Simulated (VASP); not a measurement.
## Ca: single point with PBE

Ca:

```
CELL_PARAMETERS angstrom
-2.25483 2.25483 2.25483
2.25483 -2.25483 2.25483
2.25483 2.25483 -2.25483
ATOMIC_POSITIONS crystal
Ca 0.00000 0.00000 0.00000
```

This isn't the form of Ca at room conditions, which is fcc.

```
Program                : VASP 6.6.1
Task                   : single point
Functional             : PBE
Potentials or basis    : VASP PAW PBE potentials, release 64 (Ca_sv)
Cutoff                 : 520 eV
k mesh                 : 10 × 10 × 10
Occupations            : fermi-dirac, width 0.05 eV
Spin                   : no spin polarisation
Dipole correction      : no
Further INCAR settings : ALGO = Normal; EDIFF = 1e-06; NBANDS = 11
```

- Pressure: -1.2 GPa
- Band gap on the k mesh: zero (bands 5 and 6 overlap by 0.29 eV)

Levels at points of the mesh, in eV from the Fermi level:
| k point | band 1 | band 2 | band 3 | band 4 | band 5 | band 6 | band 7 | band 8 | band 9 | band 10 |
| --- | --- | --- | --- | --- | --- | --- | --- | --- | --- | --- |
| (0.00, 0.00, 0.00) | -42.28 | -23.20 | -23.20 | -23.20 | -3.93 | 2.16 | 2.16 | 2.16 | 3.13 | 3.13 |
| (0.50, 0.00, 0.00) | -42.27 | -23.30 | -23.24 | -23.20 | -0.87 | -0.10 | 1.29 | 3.02 | 3.37 | 4.05 |
| (0.50, 0.50, 0.50) | -42.26 | -23.28 | -23.28 | -23.28 | 0.12 | 0.12 | 3.59 | 3.59 | 3.59 | 3.84 |

It took 22 s on 1 thread of Intel Xeon 8259CL (shared host), peak memory 0.18 GiB.
